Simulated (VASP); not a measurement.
# Mg9Zn7O16 (P1) in VASP: notebook

Runs on Mg9Zn7O16. Level: PBEsol. Tasks: single point, relaxation of volume and atoms at fixed shape.

All numbers are computed with VASP 6.6.1; they aren't measurements. Logs are shortened: lines on timing, memory, paths and dates and some standing lists are left out, and cuts for length are marked.

## (1) The cell of the first run

The typed cell holds 64 atoms: a = 8.475 Å, b = 8.475 Å, c = 8.475 Å, α = 90.00°, β = 90.00°, γ = 90.00°.

## (2) Single point, PBEsol

INCAR

```
SYSTEM = Mg9Zn7O16
PREC = Accurate ; ENCUT = 700
EDIFF = 1E-6 ; ISMEAR = -1
SIGMA = 0.05 ; LREAL = Auto
LASPH = .TRUE. ; NELM = 120
ALGO = Normal ; ISIF = 2
LWAVE = .FALSE. ; LCHARG = .TRUE.
GGA = PS ; LELF = .TRUE.
LVHAR = .TRUE. ; ISYM = -1
NBANDS = 236 ; GGA_COMPAT = .FALSE.
```

KPOINTS

```
explicit points
1
Reciprocal
  0.25000000   0.25000000   0.25000000 1
```

POSCAR

```
Mg9Zn7O16
1.0
    8.4750731953      0.0000000000      0.0000000000
    0.0000000000      8.4750731953      0.0000000000
    0.0000000000      0.0000000000      8.4750731953
O Zn Mg
32 14 18
Direct
    0.2498690000      0.9971950000      0.9982600000
    0.2528930000      0.9997370000      0.5030620000
    0.2503880000      0.5023450000      0.0015120000
    0.2500980000      0.5003740000      0.4972590000
    0.7498040000      0.9975700000      0.9982470000
    0.7476980000      0.9996200000      0.5028920000
    0.7503750000      0.5028370000      0.0000660000
    0.7501430000      0.5006890000      0.5002540000
    0.0002850000      0.2496100000      0.0003890000
    0.0004840000      0.2524620000      0.5003170000
    0.0002820000      0.7498370000      0.0002020000
    0.0002240000      0.7480290000      0.4997440000
    0.4998990000      0.2501710000      0.9994010000
    0.5001130000      0.2503410000      0.5030830000
    0.5001250000      0.7504170000      0.0021110000
    0.4998250000      0.7504100000      0.4971110000
    0.0002080000      0.0013810000      0.2506470000
    0.0000120000      0.0027420000      0.7505440000
    0.0002340000      0.4968130000      0.2521130000
    0.9976360000      0.4969550000      0.7478810000
    0.5002990000      0.9990720000      0.2520430000
    0.5001720000      0.0029830000      0.7481390000
    0.5005460000      0.5022560000      0.2526300000
    0.5020810000      0.4976480000      0.7481190000
    0.2479420000      0.2517650000      0.2520570000
    0.2496690000      0.2472180000      0.7481020000
    0.2524090000      0.7474590000      0.2494970000
    0.2499710000      0.7521930000      0.7502810000
    0.7530720000      0.2521600000      0.2522830000
    0.7501670000      0.2498680000      0.7482140000
    0.7477290000      0.7474160000      0.2493950000
    0.7502650000      0.7503130000      0.7504450000
    0.0001520000      0.9995430000      0.0003000000
    0.0002470000      0.0009090000      0.5008400000
    0.0001880000      0.4998350000      0.0003050000
    0.4999580000      0.9999500000      0.0000390000
    0.5002540000      0.5008290000      0.0004120000
    0.2502440000      0.2496990000      0.0002620000
    0.7500310000      0.2499130000      0.0000290000
    0.2503120000      0.9994290000      0.2503190000
    0.2500860000      0.4996900000      0.7493120000
    0.7500830000      0.9997300000      0.2503890000
    0.0003220000      0.7490530000      0.2501140000
    0.9998670000      0.7498000000      0.7499950000
    0.5002720000      0.2506080000      0.2510990000
    0.5003100000      0.7506430000      0.7493830000
    0.0003000000      0.5001270000      0.5001640000
    0.5001160000      0.0004070000      0.4999120000
    0.5000260000      0.5004520000      0.5003950000
    0.2500990000      0.2495830000      0.4999240000
    0.2497380000      0.7497660000      0.9994820000
    0.2495240000      0.7504390000      0.5000260000
    0.7502990000      0.2497280000      0.4999820000
    0.7505510000      0.7505610000      0.0003590000
    0.7508040000      0.7506410000      0.4997040000
    0.2498120000      0.9997010000      0.7510280000
    0.2502900000      0.4994180000      0.2488860000
    0.7502960000      0.0000310000      0.7510520000
    0.7502350000      0.4995490000      0.2491740000
    0.7500860000      0.5003300000      0.7510300000
    0.0002750000      0.2485960000      0.2490920000
    0.0004700000      0.2501260000      0.7514040000
    0.4996830000      0.2503960000      0.7518290000
    0.5000920000      0.7507660000      0.2493250000
```

Potentials or basis: VASP PAW PBE potentials, release 64 (O, Zn, Mg).

Started as:

```
$ cat potpaw_PBE.64/O/POTCAR potpaw_PBE.64/Zn/POTCAR potpaw_PBE.64/Mg/POTCAR > POTCAR
$ mpirun -np 1 vasp_std > vasp.out
```

OUTCAR:

```text
SYSTEM = Mg9Zn7O16
   PREC = Accurate
   ENCUT = 700
   EDIFF = 1E-6
   ISMEAR = -1
   LREAL = Auto
   LASPH = .TRUE.
   NELM = 120
   ISIF = 2
   GGA = PS
   ISYM = -1

 ion  position               nearest neighbor table
   1  0.250  0.997  0.998-  56 2.10  51 2.10  33 2.12  36 2.12  40 2.14  38 2.14
   2  0.253  1.000  0.503-  48 2.10  56 2.10  52 2.11  50 2.12  34 2.14  40 2.14
   3  0.250  0.502  0.002-  57 2.10  51 2.10  37 2.12  35 2.12  41 2.14  38 2.14
   4  0.250  0.500  0.497-  57 2.10  47 2.12  49 2.12  52 2.12  50 2.13  41 2.14
   5  0.750  0.998  0.998-  54 2.09  58 2.10  36 2.12  33 2.12  42 2.14  39 2.14
   6  0.748  1.000  0.503-  48 2.10  58 2.10  55 2.11  53 2.12  42 2.14  34 2.14
[... 67 lines left out ...]
                            48 2.99  42 2.99  47 3.00  59 3.00  58 3.00  61 3.00  49 3.00  62 3.01
  54  0.751  0.751  0.000-   5 2.09   7 2.10  31 2.11  11 2.12  32 2.12  15 2.12  33 2.99  58 2.99
                            42 2.99  64 2.99  43 2.99  60 2.99  44 2.99  59 3.00  36 3.00  37 3.00
  55  0.751  0.751  0.500-   6 2.11  12 2.11   8 2.12  31 2.12  32 2.13  16 2.13  42 2.99  43 2.99
                            44 2.99  34 2.99  47 3.00  46 3.00  48 3.00  58 3.00  49 3.00  64 3.00
  56  0.250  1.000  0.751-   1 2.10  28 2.10  26 2.10   2 2.10  18 2.12  22 2.12  51 2.99  33 2.99
                            36 2.99  38 2.99  46 2.99  34 2.99  62 3.00  44 3.00  52 3.00  63 3.00
  57  0.250  0.499  0.249-   3 2.10  25 2.10  27 2.10   4 2.10  19 2.12  23 2.12  38 2.99  37 2.99
                            35 2.99  45 2.99  43 2.99  51 2.99  61 3.00  50 3.00  64 3.00  49 3.00
  58  0.750  0.000  0.751-   5 2.10   6 2.10  32 2.12  18 2.12  30 2.12  22 2.12  54 2.99  39 2.99
                            33 2.99  36 2.99  46 2.99  44 3.00  34 3.00  62 3.00  55 3.00  53 3.00
  59  0.750  0.500  0.249-  29 2.10  31 2.10   7 2.11  23 2.12  19 2.12   8 2.13  37 2.99  39 2.99
                            35 2.99  45 2.99  43 2.99  54 3.00  53 3.00  61 3.00  47 3.00  64 3.00
  60  0.750  0.500  0.751-  20 2.10  24 2.10   7 2.11  32 2.12  30 2.12   8 2.13  37 2.99  44 2.99
                            35 2.99  39 2.99  54 2.99  46 3.00  63 3.00  62 3.00  49 3.00  47 3.00
  61  0.000  0.249  0.249-  17 2.10  29 2.10  25 2.10  19 2.10   9 2.11  10 2.13  33 2.98  38 2.99
                            42 2.99  40 2.99  39 2.99  34 2.99  35 3.00  50 3.00  57 3.00  53 3.00
  62  0.000  0.250  0.751-  20 2.09  18 2.10   9 2.11  26 2.11  30 2.12  10 2.13  35 2.99  38 2.99
                            39 2.99  41 2.99  33 2.99  56 3.00  34 3.00  58 3.00  60 3.00  50 3.00
  63  0.500  0.250  0.752-  24 2.10  22 2.10  13 2.10  14 2.11  26 2.12  30 2.12  38 2.98  39 2.99
                            36 2.99  41 2.99  37 2.99  60 3.00  56 3.00  58 3.00  49 3.01  50 3.01
  64  0.500  0.751  0.249-  15 2.10  31 2.10  27 2.10  16 2.10  21 2.10  23 2.11  40 2.99  36 2.99
                            37 2.99  42 2.99  54 2.99  51 3.00  48 3.00  55 3.00  57 3.00  52 3.00

IMPORTANT INFORMATION: All symmetrisations will be switched off!
NOSYMM: (Re-)initialisation of all symmetry stuff for point group C_1.

----------------------------------------------------------------------------------------

                                     Primitive cell

  volume of cell :     608.7379

  direct lattice vectors                    reciprocal lattice vectors
     8.475073195  0.000000000  0.000000000     0.117993081  0.000000000  0.000000000
     0.000000000  8.475073195  0.000000000     0.000000000  0.117993081  0.000000000
     0.000000000  0.000000000  8.475073195     0.000000000  0.000000000  0.117993081

  length of vectors
     8.475073195  8.475073195  8.475073195     0.117993081  0.117993081  0.117993081

  position of ions in fractional coordinates (direct lattice)
     0.249869000  0.997195000  0.998260000
     0.252893000  0.999737000  0.503062000
     0.250388000  0.502345000  0.001512000
     0.250098000  0.500374000  0.497259000
     0.749804000  0.997570000  0.998247000
     0.747698000  0.999620000  0.502892000
[... 56 lines left out ...]
     0.499683000  0.250396000  0.751829000
     0.500092000  0.750766000  0.249325000

  ion indices of the primitive-cell ions
   primitive index   ion index
                 1           1
                 2           2
                 3           3
                 4           4
                 5           5
                 6           6
[... 56 lines left out ...]
                63          63
                64          64

----------------------------------------------------------------------------------------

 KPOINTS: explicit points

Read explicit list of k-points.

 Found      1 k-points:

 Following reciprocal coordinates:
            Coordinates               Weight
  0.250000  0.250000  0.250000      1.000000
   k-points           NKPTS =      1   k-points in BZ     NKDIM =      1   number of bands    NBANDS=    236
   number of dos      NEDOS =    301   number of ions     NIONS =     64
   total plane-waves  NPLWV = 512000
   dimension x,y,z NGX =    80 NGY =   80 NGZ =   80
   dimension x,y,z NGXF=   160 NGYF=  160 NGZF=  160
   ions per type =              32  14  18
   NGX,Y,Z   is equivalent  to a cutoff of  15.69, 15.69, 15.69 a.u.
   NGXF,Y,Z  is equivalent  to a cutoff of  31.39, 31.39, 31.39 a.u.
 SYSTEM =  Mg9Zn7O16
   PREC   = accura    normal or accurate (medium, high low for compatibility)
   ISTART =      0    job   : 0-new  1-cont  2-samecut
   ICHARG =      2    charge: 1-file 2-atom 10-const
   ISPIN  =      1    spin polarized calculation?
   LNONCOLLINEAR =      F non collinear calculations
   LSORBIT =      F    spin-orbit coupling
   LASPH  =      T    aspherical Exc in radial PAW
   ENCUT  =  700.0 eV  51.45 Ry    7.17 a.u.  18.28 18.28 18.28*2*pi/ulx,y,z
   NELM   =    120;   NELMIN=  2; NELMDL= -5     # of ELM steps
   EDIFF  = 0.1E-05   stopping-criterion for ELM
   LREAL  =      T    real-space projection
   EDIFFG = 0.1E-04   stopping-criterion for IOM
   NSW    =      0    number of steps for IOM
   IBRION =     -1    ionic relax: 0-MD 1-quasi-New 2-CG
   NFREE  =      0    steps in history (QN), initial steepest desc. (CG)
   ISIF   =      2    stress and relaxation
   ISYM   =     -1    0-nonsym 1-usesym 2-fastsym
   POTIM  = 0.5000    time-step for ionic-motion
   TEBEG  =    0.0;   TEEND  =   0.0 temperature during run
   PSTRESS=    0.0 pullay stress
   NELECT =     396.0000    total number of electrons
   NUPDOWN=      -1.0000    fix difference up-down
   EMIN   =  10.00;   EMAX   =-10.00  energy-range for DOS
   EFERMI =   0.00;   METHOD = LEGACY
   ISMEAR =    -1;   SIGMA  =   0.05  broadening in eV -4-tet -1-fermi 0-gaus
   EFERMI_NEDOS =   21; number of points for ismear=-14 and -15
   IALGO  =     38    algorithm
   IMIX   =      4    mixing-type and parameters
     AMIX     =   0.40;   BMIX     =  1.00
     AMIX_MAG =   1.60;   BMIX_MAG =  1.00
  volume/ion in A,a.u.               =       9.51        64.19
  Fermi-wavevector in a.u.,A,eV,Ry     =   1.418501  2.680579 27.376911  2.012146
  Thomas-Fermi vector in A             =   2.539620
   LORBIT       =      0    0 simple, 1 ext, 2 COOP (PROOUT), +10 PAW based schemes
   GGA     = PS    functional components
   LHFCALC =     F    Hartree Fock is set to
   AEXX    =    0.0000 exact exchange contribution
   IVDW    =     0    specifies the selected vdW correction
   LEPSILON=     F    determine dielectric tensor
   LRPA    =     F    only Hartree local field effects (RPA)
 non-spin polarized calculation
  energy-cutoff  :      700.00
  volume of cell :      608.74
 maximum number of plane-waves:     25623
 NGX is ok and might be reduce to    80
   NGX = 37   NGY = 37   NGZ = 37

 number of electron     396.0000007 magnetization

 Free energy of the ion-electron system (eV)
  ---------------------------------------------------
  ext. energy  EPLUGINS =         0.00000000
  ---------------------------------------------------
  free energy    TOTEN  =      -358.52540913 eV

  energy without entropy =     -358.52540913  energy(sigma->0) =     -358.52540913

 E-fermi :   4.3549     XC(G=0): -11.8752

 val. band max:        3.1012921380   @ k =   0.2500   0.2500   0.2500
 cond. band min:       6.5638281690   @ k =   0.2500   0.2500   0.2500
 fundamental gap:      3.4625360310
 Fermi energy:         4.3549084801

 k-point     1 :       0.2500    0.2500    0.2500
  band No.  band energies     occupation
      1     -14.8231      2.00000
      2     -14.4379      2.00000
      3     -14.4174      2.00000
      4     -14.3708      2.00000
      5     -14.0984      2.00000
      6     -14.0674      2.00000
[... 202 lines left out ...]
    209       9.6887      0.00000
    210       9.8089      0.00000
 [bands above 210 left out]

------------------------ aborting loop because EDIFF is reached ----------------------------------------

  FORCE on cell =-STRESS in cart. coord.  units (eV):
  Direction    XX          YY          ZZ          XY          YZ          ZX
  --------------------------------------------------------------------------------------
  -------------------------------------------------------------------------------------
  Total       -0.0045209      0.2382484     -0.2095273     -0.7708313     -1.2174679     -0.7885749
  in kB       -0.0118990      0.6270615     -0.5514686     -2.0288014     -3.2043335     -2.0755019
  external PRESSURE =       0.0212313 kB  Pullay stress =       0.0000000 kB

 VOLUME and BASIS-vectors are now :
 -----------------------------------------------------------------------------
  energy-cutoff  :      700.00
  volume of cell :      608.74
      direct lattice vectors                 reciprocal lattice vectors
     8.475073195  0.000000000  0.000000000     0.117993081  0.000000000  0.000000000
     0.000000000  8.475073195  0.000000000     0.000000000  0.117993081  0.000000000
     0.000000000  0.000000000  8.475073195     0.000000000  0.000000000  0.117993081

 POSITION                                       TOTAL-FORCE (eV/Angst)
 -----------------------------------------------------------------------------------
      2.11766      8.45130      8.46033         0.000743     -0.046771     -0.044537
      2.14329      8.47284      4.26349         0.044631     -0.001832      0.042795
      2.12206      4.25741      0.01281        -0.000372      0.046853      0.043553
      2.11960      4.24071      4.21431         0.001335      0.000124     -0.048594
      6.35464      8.45448      8.46022         0.003013     -0.046545     -0.045995
      6.33680      8.47185      4.26205        -0.048583     -0.000608      0.045443
[... 56 lines left out ...]
      4.23485      2.12212      6.37181         0.000799      0.000083     -0.001770
      4.23832      6.36280      2.11305        -0.000442     -0.004557      0.002536
 -----------------------------------------------------------------------------------
    total drift:                                0.000317      0.011653      0.009139

  FREE ENERGIE OF THE ION-ELECTRON SYSTEM (eV)
  ---------------------------------------------------
  free  energy   TOTEN  =      -358.5254091291 eV

  energy  without entropy=     -358.5254091291  energy(sigma->0) =     -358.52540913
```

Wall time 6.9 min (1 thread of AMD EPYC 9R45 (Zen 5), shared host); peak memory 1 GiB.

Results:

```
Free energy            : -358.5254 eV
Pressure               : 0.0 GPa
Largest force          : 0.079 eV/Å
Band gap on the k mesh : 3.46 eV
```

Forces in eV/Å, atoms in the order of the input:
```
O    0.001 -0.047 -0.045
O    0.045 -0.002  0.043
O    0.000  0.047  0.044
O    0.001  0.000 -0.049
O    0.003 -0.047 -0.046
O   -0.049 -0.001  0.045
O   -0.006  0.047  0.000
O   -0.001  0.006  0.001
O    0.004  0.000  0.003
O    0.001  0.045 -0.001
O    0.006 -0.004  0.005
O    0.001 -0.046 -0.001
O    0.000  0.001 -0.049
O   -0.002  0.000  0.046
O    0.000  0.003  0.045
O    0.000 -0.001 -0.048
O    0.002  0.047  0.003
O    0.000  0.048  0.002
O    0.000 -0.049  0.046
O   -0.044 -0.045 -0.043
O    0.002 -0.044  0.046
O    0.001  0.047 -0.043
O    0.001  0.043  0.045
O    0.046 -0.045 -0.046
O   -0.044  0.044  0.045
O   -0.002 -0.045 -0.042
O    0.046 -0.046 -0.001
O    0.001  0.046  0.001
O    0.040  0.042  0.043
O    0.000  0.001 -0.045
O   -0.045 -0.045  0.000
O    0.002  0.003  0.005
Zn  -0.001  0.005 -0.007
Zn   0.002  0.003  0.002
Zn  -0.003  0.001 -0.001
Zn  -0.003 -0.004 -0.004
Zn   0.002 -0.002  0.002
Zn  -0.004  0.002 -0.005
Zn   0.003  0.001 -0.003
Zn   0.001  0.001  0.005
Zn  -0.001 -0.003 -0.001
Zn  -0.002  0.001  0.000
Zn   0.000 -0.002  0.002
Zn   0.000  0.000 -0.002
Zn   0.000  0.005  0.007
Zn   0.000 -0.002  0.000
Mg  -0.001 -0.003 -0.002
Mg  -0.002  0.000  0.001
Mg   0.000 -0.002 -0.004
Mg   0.000  0.001 -0.001
Mg   0.001  0.001  0.003
Mg   0.003 -0.001 -0.002
Mg  -0.002  0.001  0.001
Mg  -0.001 -0.001 -0.002
Mg  -0.003 -0.002  0.000
Mg   0.001  0.002 -0.002
Mg  -0.002  0.000  0.002
Mg  -0.001  0.001 -0.002
Mg   0.001  0.002  0.003
Mg   0.001 -0.002 -0.003
Mg   0.001  0.000  0.002
Mg   0.000 -0.001 -0.001
Mg   0.001  0.000 -0.002
Mg   0.000 -0.005  0.003
```

Caveat: the PAW data sets were made with another functional, which shifts forces and pressure a little; a shifted mesh leaves out Γ, where band edges can lie. A k mesh can miss the band edges.

(Continued in part 2 of 2.)
